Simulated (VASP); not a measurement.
# Zn2NF (P-6m2) in VASP: a series of runs, part 2 of 2

VASP 6.6.1.

## 3. Relaxation of cell and atoms, PBE

This run uses another cell than the first one, of 12.19 Å³/atom.

INCAR

```
SYSTEM = Zn2NF
PREC = Accurate
ENCUT = 600
EDIFF = 1E-7
ISMEAR = 0
SIGMA = 0.1
LREAL = .FALSE.
LASPH = .TRUE.
NELM = 80
ALGO = Normal
ISIF = 3
LWAVE = .FALSE.
LCHARG = .FALSE.
GGA = PE
IBRION = 2
NSW = 90
EDIFFG = -0.04
```

KPOINTS

```
Automatic mesh
0
G
  6 6 4
  0 0 0
```

POSCAR

```
Zn2NF
1.0
    3.4607922800      0.0000000000      0.0000000000
   -1.7303961400      2.9971340400      0.0000000000
    0.0000000000      0.0000000000      4.7017095800
Zn N F
2 1 1
Direct
    0.3333333300      0.6666666700      0.7565121700
    0.3333333300      0.6666666700      0.2434878300
    0.6666666700      0.3333333300      0.0000000000
    0.0000000000      0.0000000000      0.5000000000
```

Potentials or basis: VASP PAW PBE potentials, release 64 (Zn, N, F).

Command:

```console
> cat potpaw_PBE.64/Zn/POTCAR potpaw_PBE.64/N/POTCAR potpaw_PBE.64/F/POTCAR > POTCAR
> mpirun -np 1 vasp_std > vasp.out
```

OUTCAR:

```text
SYSTEM = Zn2NF
   PREC = Accurate
   ENCUT = 600
   EDIFF = 1E-7
   ISMEAR = 0
   LREAL = .FALSE.
   LASPH = .TRUE.
   NELM = 80
   ISIF = 3
   GGA = PE
   IBRION = 2
   NSW = 90
   EDIFFG = -0.04

 ion  position               nearest neighbor table
   1  0.333  0.667  0.757-   2 2.29   3 2.30   3 2.30   3 2.30   4 2.33   4 2.33   4 2.33   2 2.41

   2  0.333  0.667  0.243-   1 2.29   3 2.30   3 2.30   3 2.30   4 2.33   4 2.33   4 2.33   1 2.41

   3  0.667  0.333  0.000-   1 2.30   2 2.30   1 2.30   2 2.30   1 2.30   2 2.30
   4  0.000  0.000  0.500-   1 2.33   2 2.33   1 2.33   2 2.33   1 2.33   2 2.33

  LATTYP: Found a hexagonal cell.
 ALAT       =     3.4607922800
 C/A-ratio  =     1.3585645134

  Lattice vectors:

 A1 = (   3.4607922800,   0.0000000000,   0.0000000000)
 A2 = (  -1.7303961400,   2.9971340400,   0.0000000000)
 A3 = (   0.0000000000,   0.0000000000,   4.7017095800)

Analysis of symmetry for initial positions (statically):
=====================================================================
 Subroutine PRICEL returns:
 Original cell was already a primitive cell.

 Routine SETGRP: Setting up the symmetry group for a
 hexagonal supercell.

 Subroutine GETGRP returns: Found 12 space group operations
 (whereof 12 operations were pure point group operations)
 out of a pool of 24 trial point group operations.

The static configuration has the point symmetry D_3h.

Analysis of symmetry for dynamics (positions and initial velocities):
=====================================================================
 Subroutine PRICEL returns:
 Original cell was already a primitive cell.

 Routine SETGRP: Setting up the symmetry group for a
 hexagonal supercell.

 Subroutine GETGRP returns: Found 12 space group operations
 (whereof 12 operations were pure point group operations)
 out of a pool of 24 trial point group operations.

The dynamic configuration has the point symmetry D_3h.
[... 105 lines left out ...]
   ISIF   =      3    stress and relaxation
   ISYM   =      2    0-nonsym 1-usesym 2-fastsym
   POTIM  = 0.5000    time-step for ionic-motion
   TEBEG  =    0.0;   TEEND  =   0.0 temperature during run
   PSTRESS=    0.0 pullay stress
   NELECT =      36.0000    total number of electrons
   NUPDOWN=      -1.0000    fix difference up-down
   EMIN   =  10.00;   EMAX   =-10.00  energy-range for DOS
   EFERMI =   0.00;   METHOD = LEGACY
   ISMEAR =     0;   SIGMA  =   0.10  broadening in eV -4-tet -1-fermi 0-gaus
   EFERMI_NEDOS =   21; number of points for ismear=-14 and -15
   IALGO  =     38    algorithm
   IMIX   =      4    mixing-type and parameters
     AMIX     =   0.40;   BMIX     =  1.00
     AMIX_MAG =   1.60;   BMIX_MAG =  1.00
  volume/ion in A,a.u.               =      12.19        82.28
  Fermi-wavevector in a.u.,A,eV,Ry     =   1.479551  2.795945 29.784106  2.189070
  Thomas-Fermi vector in A             =   2.593694
   LORBIT       =      0    0 simple, 1 ext, 2 COOP (PROOUT), +10 PAW based schemes
   GGA     = PE    functional components
   LHFCALC =     F    Hartree Fock is set to
   AEXX    =    0.0000 exact exchange contribution
   IVDW    =     0    specifies the selected vdW correction
   LEPSILON=     F    determine dielectric tensor
   LRPA    =     F    only Hartree local field effects (RPA)
 conjugate gradient relaxation of ions
 non-spin polarized calculation
 Gauss-broadening in eV      SIGMA  =   0.10
  energy-cutoff  :      600.00
  volume of cell :       48.77
 maximum number of plane-waves:      1648
 NGX is ok and might be reduce to    28
   NGX = 13   NGY = 13   NGZ = 19

--------------------------------------- Ionic step        1  -------------------------------------------

 number of electron      36.0000013 magnetization

 Free energy of the ion-electron system (eV)
  ---------------------------------------------------
  ext. energy  EPLUGINS =         0.00000000
  ---------------------------------------------------
  free energy    TOTEN  =       -13.14016771 eV

  energy without entropy =      -13.13665962  energy(sigma->0) =      -13.13841367

------------------------ aborting loop because EDIFF is reached ----------------------------------------

  FORCE on cell =-STRESS in cart. coord.  units (eV):
  Direction    XX          YY          ZZ          XY          YZ          ZX
  --------------------------------------------------------------------------------------
  -------------------------------------------------------------------------------------
  Total       -4.7851651     -4.7851651      5.0227616      0.0000000     -0.0000000      0.0000000
  in kB     -157.2063214   -157.2063222    165.0120470      0.0000000     -0.0000000      0.0000000
  external PRESSURE =     -49.8001989 kB  Pullay stress =       0.0000000 kB
[... 177 lines left out ...]
--------------------------------------- Ionic step        6  -------------------------------------------

 number of electron      36.0000017 magnetization

 Free energy of the ion-electron system (eV)
  ---------------------------------------------------
  ext. energy  EPLUGINS =         0.00000000
  ---------------------------------------------------
  free energy    TOTEN  =       -14.35161771 eV

  energy without entropy =      -14.34728376  energy(sigma->0) =      -14.34945074

 E-fermi :   3.1112     XC(G=0): -11.2781

 val. band max:        3.0922532331   @ k =   0.1667   0.0000   0.0000
 cond. band min:       3.1764041410   @ k =   0.0000   0.0000   0.5000
 fundamental gap:      0.0841509079
 Fermi energy:         3.1111799990

 k-point     1 :       0.0000    0.0000    0.0000
  band No.  band energies     occupation
      1     -21.4988      2.00000
      2     -11.9564      2.00000
      3      -5.3624      2.00000
      4      -4.3019      2.00000
      5      -4.2592      2.00000
      6      -4.2592      2.00000
[... 545 lines left out ...]
  FREE ENERGIE OF THE ION-ELECTRON SYSTEM (eV)
  ---------------------------------------------------
  free  energy   TOTEN  =       -14.3516177135 eV

  energy  without entropy=      -14.3472837594  energy(sigma->0) =      -14.34945074

 reached required accuracy - stopping structural energy minimisation
```

Wall time 2.4 min (1 thread of Oxide Virtual Turin-like, shared host); peak memory 0.16 GiB.

What came out:

```
Free energy                           : -14.3516 eV
Relaxed volume                        : 11.60 Å³/atom
Relaxed cell                          : a = 3.106 Å, b = 3.106 Å, c = 5.552 Å, α = 90.00°, β = 90.00°, γ = 120.00°
Space group after relaxing (to 0.1 Å) : P-6m2 (No. 187)
Energy gained by relaxing             : 302.9 meV/atom
Ionic steps                           : 6
Pressure after relaxing               : 0.1 GPa
Largest force after relaxing          : 0.019 eV/Å
Band gap on the k mesh                : zero (bands 18 and 19 overlap by 0.09 eV)
```

Forces in eV/Å, atoms in the order of the input:
```
Zn   0.000  0.000 -0.019
Zn   0.000  0.000  0.019
N    0.000  0.000  0.000
F    0.000  0.000  0.000
```

The path:
| step | energy change (eV) | largest force (eV/Å) | pressure (GPa) | volume (Å³) |
| --- | --- | --- | --- | --- |
| 1 | 0.0000 | 1.5740 | -4.98 | 48.77 |
| 2 | -0.8316 | 0.6173 | 0.03 | 45.92 |
| 3 | -1.0724 | 0.4894 | 11.16 | 42.90 |
| 4 | -1.1492 | 0.6090 | -3.35 | 47.33 |
| 5 | -1.2006 | 0.2491 | 1.61 | 45.56 |
| 6 | -1.2114 | 0.0188 | 0.08 | 46.38 |

Final structure:
```
CELL_PARAMETERS angstrom
3.10592 0.00000 0.00000
-1.55296 2.68981 0.00000
0.00000 0.00000 5.55173
ATOMIC_POSITIONS crystal
Zn 0.33333 0.66667 0.79074
Zn 0.33333 0.66667 0.20926
N 0.66667 0.33333 0.00000
F 0.00000 0.00000 0.50000
```

Caveat: semilocal functionals underestimate gaps, and a narrow one can read as zero; a cell axis changed by over 15 % at a fixed basis, so the end point is rough.

## 4. Single point, PBE

INCAR

```
SYSTEM = Zn2NF
ALGO = Fast ; EDIFF = 1E-6
ENCUT = 520 ; GGA = PE
ISIF = 2 ; ISMEAR = 0
LASPH = .TRUE. ; LCHARG = .FALSE.
LREAL = .FALSE. ; LWAVE = .FALSE.
NBANDS = 26 ; NELM = 60
PREC = Accurate ; SIGMA = 0.1
```

KPOINTS

```
k-points
0
G
  18 18 8
  0 0 0
```

POSCAR

```
Zn2NF
1.0
    3.1045884544      0.0000000000      0.0000000000
   -1.5522942272      2.6886524698      0.0000000000
    0.0000000000      0.0000000000      5.5582611444
Zn N F
2 1 1
Direct
    0.3333333333      0.6666666667      0.7914993158
    0.3333333333      0.6666666667      0.2085006842
    0.6666666667      0.3333333333      0.0000000000
    0.0000000000      0.0000000000      0.5000000000
```

Potentials or basis: VASP PAW PBE potentials, release 64 (Zn, N, F).

Command:

```console
> cat potpaw_PBE.64/Zn/POTCAR potpaw_PBE.64/N/POTCAR potpaw_PBE.64/F/POTCAR > POTCAR
> mpirun -np 1 vasp_std > vasp.out
```

OUTCAR:

```text
SYSTEM = Zn2NF
   EDIFF = 1E-6
   ENCUT = 520
   GGA = PE
   ISIF = 2
   ISMEAR = 0
   LASPH = .TRUE.
   LREAL = .FALSE.
   NELM = 60
   PREC = Accurate

 ion  position               nearest neighbor table
   1  0.333  0.667  0.791-   3 2.13   3 2.13   3 2.13   2 2.32   4 2.42   4 2.42   4 2.42
   2  0.333  0.667  0.209-   3 2.13   3 2.13   3 2.13   1 2.32   4 2.42   4 2.42   4 2.42
   3  0.667  0.333  0.000-   1 2.13   2 2.13   1 2.13   2 2.13   1 2.13   2 2.13
   4  0.000  0.000  0.500-   1 2.42   2 2.42   1 2.42   2 2.42   1 2.42   2 2.42

[... 899 lines left out ...]
  --------------------------------------------------------------------------------------
  -------------------------------------------------------------------------------------
  Total        0.1512248      0.1512248      0.1338062     -0.0000000      0.0000000      0.0000000
  in kB        5.2222287      5.2222287      4.6207155     -0.0000000      0.0000000      0.0000000
  external PRESSURE =       5.0217243 kB  Pullay stress =       0.0000000 kB

 VOLUME and BASIS-vectors are now :
 -----------------------------------------------------------------------------
  energy-cutoff  :      520.00
  volume of cell :       46.40
      direct lattice vectors                 reciprocal lattice vectors
     3.104588454  0.000000000  0.000000000     0.322103884  0.185966764  0.000000000
    -1.552294227  2.688652470  0.000000000     0.000000000  0.371933528  0.000000000
     0.000000000  0.000000000  5.558261144     0.000000000  0.000000000  0.179912382

 POSITION                                       TOTAL-FORCE (eV/Angst)
 -----------------------------------------------------------------------------------
     -0.00000      1.79243      4.39936        -0.000000     -0.000000     -0.027956
     -0.00000      1.79243      1.15890        -0.000000      0.000000      0.027956
      1.55229      0.89622      0.00000         0.000000      0.000000      0.000000
      0.00000      0.00000      2.77913         0.000000      0.000000      0.000000
 -----------------------------------------------------------------------------------
    total drift:                               -0.000000      0.000000     -0.000000

  FREE ENERGIE OF THE ION-ELECTRON SYSTEM (eV)
  ---------------------------------------------------
  free  energy   TOTEN  =       -14.3535103762 eV

  energy  without entropy=      -14.3498240492  energy(sigma->0) =      -14.35166721
```

stdout:

```text
POSCAR found type information on POSCAR ZnN F
 POSCAR found :  3 types and       4 ions
 scaLAPACK will be used
 LDA part: xc-table for (Slater+PW92), standard interpolation
 POSCAR, INCAR and KPOINTS ok, starting setup
 FFT: planning ... GRIDC
 FFT: planning ... GRID_SOFT
 FFT: planning ... GRID
 WAVECAR not read
 entering main loop
WARNING in EDDRMM: call to ZHEGV failed, returncode =   6  3     25
WARNING in EDDRMM: call to ZHEGV failed, returncode =   6  3     26
```

Wall time 4.6 min (1 thread of Oxide Virtual Turin-like, shared host); peak memory 0.28 GiB.

Results:

- Free energy: -14.3535 eV
- Pressure: 0.5 GPa
- Largest force: 0.028 eV/Å
- Band gap on the k mesh: zero (bands 18 and 19 overlap by 0.14 eV)

Forces in eV/Å, atoms in the order of the input:
```
Zn   0.000  0.000 -0.028
Zn   0.000  0.000  0.028
N    0.000  0.000  0.000
F    0.000  0.000  0.000
```

Levels at points of the mesh, in eV from the Fermi level:
| k point | band 14 | band 15 | band 16 | band 17 | band 18 | band 19 | band 20 | band 21 | band 22 | band 23 |
| --- | --- | --- | --- | --- | --- | --- | --- | --- | --- | --- |
| (0.00, 0.00, 0.00) | -5.13 | -5.13 | -3.13 | -1.63 | 0.08 | 0.08 | 4.43 | 5.21 | 11.34 | 11.34 |
| (0.50, 0.00, 0.00) | -5.78 | -5.50 | -5.18 | -2.40 | -0.97 | 2.93 | 3.63 | 4.19 | 7.63 | 8.08 |
| (0.00, 0.00, 0.50) | -5.00 | -5.00 | -4.84 | 0.07 | 0.07 | 1.63 | 1.76 | 6.71 | 9.91 | 11.69 |
| (0.50, 0.00, 0.50) | -5.65 | -5.15 | -4.32 | -2.43 | -1.11 | 1.74 | 3.43 | 6.64 | 6.74 | 8.90 |

Caveat: semilocal functionals underestimate gaps, and a narrow one can read as zero.

## 5. Relaxation of cell and atoms, PBE

INCAR

```
PREC = Accurate ; ENCUT = 600
EDIFF = 1E-6 ; ISMEAR = 0
SIGMA = 0.1 ; LREAL = False
LASPH = True ; NELM = 80
ALGO = Fast ; ISIF = 3
LWAVE = False ; LCHARG = False
GGA = PE ; IBRION = 2
NSW = 100 ; EDIFFG = -0.01
```

KPOINTS

```
regular mesh
0
Gamma
  18 18 8
```

POSCAR

```
Zn2NF
1.0
    3.1028361364      0.0000000000      0.0000000000
   -1.5514180682      2.6871349179      0.0000000000
    0.0000000000      0.0000000000      5.5571914159
Zn N F
2 1 1
Direct
    0.3333333333      0.6666666667      0.7909959202
    0.3333333333      0.6666666667      0.2090040798
    0.6666666667      0.3333333333      0.0000000000
    0.0000000000      0.0000000000      0.5000000000
```

Potentials or basis: VASP PAW PBE potentials, release 64 (Zn, N, F).

Command:

```console
> cat potpaw_PBE.64/Zn/POTCAR potpaw_PBE.64/N/POTCAR potpaw_PBE.64/F/POTCAR > POTCAR
> mpirun -np 1 vasp_std > vasp.out
```

OUTCAR:

```text
PREC = Accurate
   ENCUT = 600
   EDIFF = 1E-6
   ISMEAR = 0
   LREAL = False
   LASPH = True
   NELM = 80
   ISIF = 3
   GGA = PE
   IBRION = 2
   NSW = 100
   EDIFFG = -0.01

 ion  position               nearest neighbor table
   1  0.333  0.667  0.791-   3 2.13   3 2.13   3 2.13   2 2.32   4 2.41   4 2.41   4 2.41
   2  0.333  0.667  0.209-   3 2.13   3 2.13   3 2.13   1 2.32   4 2.41   4 2.41   4 2.41
   3  0.667  0.333  0.000-   1 2.13   2 2.13   1 2.13   2 2.13   1 2.13   2 2.13
   4  0.000  0.000  0.500-   1 2.41   2 2.41   1 2.41   2 2.41   1 2.41   2 2.41

  LATTYP: Found a hexagonal cell.
 ALAT       =     3.1028361364
[... 851 lines left out ...]
  -------------------------------------------------------------------------------------
  Total       -0.0125657     -0.0125657     -0.0197196     -0.0000000      0.0000000      0.0000000
  in kB       -0.4332387     -0.4332387     -0.6798905     -0.0000000      0.0000000      0.0000000
  external PRESSURE =      -0.5154560 kB  Pullay stress =       0.0000000 kB

 VOLUME and BASIS-vectors are now :
 -----------------------------------------------------------------------------
  energy-cutoff  :      600.00
  volume of cell :       46.47
      direct lattice vectors                 reciprocal lattice vectors
     3.107125688  0.000000000  0.000000000     0.321840859  0.185814906  0.000000000
    -1.553562844  2.690849779  0.000000000     0.000000000  0.371629813  0.000000000
     0.000000000 -0.000000000  5.558037589     0.000000000 -0.000000000  0.179919618

 POSITION                                       TOTAL-FORCE (eV/Angst)
 -----------------------------------------------------------------------------------
     -0.00000      1.79390      4.39788        -0.000000     -0.000000      0.002275
     -0.00000      1.79390      1.16016        -0.000000      0.000000     -0.002275
      1.55356      0.89695      0.00000         0.000000     -0.000000     -0.000000
      3.10713     -0.00000      2.77902         0.000000     -0.000000     -0.000000
 -----------------------------------------------------------------------------------
    total drift:                                0.000001     -0.000000     -0.000000

  FREE ENERGIE OF THE ION-ELECTRON SYSTEM (eV)
  ---------------------------------------------------
  free  energy   TOTEN  =       -14.3564897292 eV

  energy  without entropy=      -14.3527907383  energy(sigma->0) =      -14.35464023

 reached required accuracy - stopping structural energy minimisation
```

CONTCAR:

```text
Zn2NF
   1.00000000000000
     3.1071256883337934    0.0000000000000000    0.0000000000000000
    -1.5535628441668967    2.6908497788455064    0.0000000000000000
     0.0000000000000000   -0.0000000000000000    5.5580375888771671
  Zn              N               F
     2     1     1
Direct
     0.3333333332999970    0.6666666667000030    0.7912646101843492
     0.3333333332999970    0.6666666667000030    0.2087353898156507
     0.6666666667000030    0.3333333332999970    0.0000000000000000
     1.0000000000000000    0.0000000000000000    0.5000000000000000

  0.00000000E+00  0.00000000E+00  0.00000000E+00
  0.00000000E+00  0.00000000E+00  0.00000000E+00
  0.00000000E+00  0.00000000E+00  0.00000000E+00
  0.00000000E+00  0.00000000E+00  0.00000000E+00
```

It took 7.4 min on 1 thread of Oxide Virtual Turin-like, shared host; peak memory 0.33 GiB.

Results:

```
Free energy                           : -14.3565 eV
Relaxed volume                        : 11.62 Å³/atom
Relaxed cell                          : a = 3.107 Å, b = 3.107 Å, c = 5.558 Å, α = 90.00°, β = 90.00°, γ = 120.00°
Space group after relaxing (to 0.1 Å) : P-6m2 (No. 187)
Energy gained by relaxing             : 0.1 meV/atom
Ionic steps                           : 2
Pressure after relaxing               : -0.1 GPa
Band gap on the k mesh                : zero (bands 18 and 19 overlap by 0.14 eV)
```

Forces in eV/Å, atoms in the order of the input:
```
Zn   0.000  0.000  0.002
Zn   0.000  0.000 -0.002
N    0.000  0.000  0.000
F    0.000  0.000  0.000
```

The path:
| step | energy change (eV) | largest force (eV/Å) | pressure (GPa) | volume (Å³) |
| --- | --- | --- | --- | --- |
| 1 | 0.0000 | 0.0310 | 0.28 | 46.33 |
| 2 | -0.0003 | 0.0023 | -0.05 | 46.47 |

Final structure:
```
Zn N F
1.0
     3.10713    0.00000    0.00000
    -1.55356    2.69085    0.00000
     0.00000    0.00000    5.55804
Zn N F
2 1 1
Cartesian
  0.0000 1.7939 4.3979
  0.0000 1.7939 1.1602
  1.5536 0.8970 0.0000
  3.1071 0.0000 2.7790
```

Levels at points of the mesh, in eV from the Fermi level:
| k point | band 14 | band 15 | band 16 | band 17 | band 18 | band 19 | band 20 | band 21 | band 22 |
| --- | --- | --- | --- | --- | --- | --- | --- | --- | --- |
| (0.00, 0.00, 0.00) | -5.13 | -5.13 | -3.12 | -1.64 | 0.08 | 0.08 | 4.42 | 5.20 | 11.32 |
| (0.50, 0.00, 0.00) | -5.78 | -5.51 | -5.17 | -2.40 | -0.97 | 2.93 | 3.62 | 4.18 | 7.63 |
| (0.00, 0.00, 0.50) | -5.00 | -5.00 | -4.84 | 0.07 | 0.07 | 1.62 | 1.75 | 6.71 | 9.90 |
| (0.50, 0.00, 0.50) | -5.65 | -5.15 | -4.32 | -2.42 | -1.10 | 1.73 | 3.43 | 6.63 | 6.74 |

Caveat: semilocal functionals underestimate gaps, and a narrow one can read as zero.

## 6. Overview

| task | cell | k mesh | cutoff (eV) | gap on the mesh (eV) | pressure (GPa) | relaxed volume (Å³/atom) | largest force (eV/Å) |
| --- | --- | --- | --- | --- | --- | --- | --- |
| single point | a = 3.103, b = 3.103, c = 5.557 Å, angles 90.0, 90.0, 120.0°, 4 atoms, atomic positions A | 6 × 6 × 4 | 520 | none | 0.5 | - | 0.04 |
| relaxation of cell and atoms | relaxed from a = 3.461, b = 3.461, c = 4.702 Å, angles 90.0, 90.0, 120.0°, 4 atoms, atomic positions B | 6 × 6 × 4 | 600 | none | 0.1 | 11.60 | 0.02 |
| single point | a = 3.105, b = 3.105, c = 5.558 Å, angles 90.0, 90.0, 120.0°, 4 atoms, atomic positions C | 18 × 18 × 8 | 520 | none | 0.5 | - | 0.03 |
| relaxation of cell and atoms | relaxed from a = 3.103, b = 3.103, c = 5.557 Å, angles 90.0, 90.0, 120.0°, 4 atoms, atomic positions A | 18 × 18 × 8 | 600 | none | -0.1 | 11.62 | - |

Alike in all rows: level PBE; potentials or basis VASP PAW PBE potentials, release 64 (Zn, N, F); no spin polarisation; smearing gaussian 0.1 eV.

Caveats: some runs use coarse meshes; semilocal functionals underestimate gaps, and a narrow one can read as zero; a cell axis changed by over 15 % at a fixed basis, so the end point is rough (at least some runs).

Total energies depend on the potentials used, so only differences within one code and one set of settings carry meaning.

The gap in the log of VASP goes by the Fermi energy; the results here count the filled bands.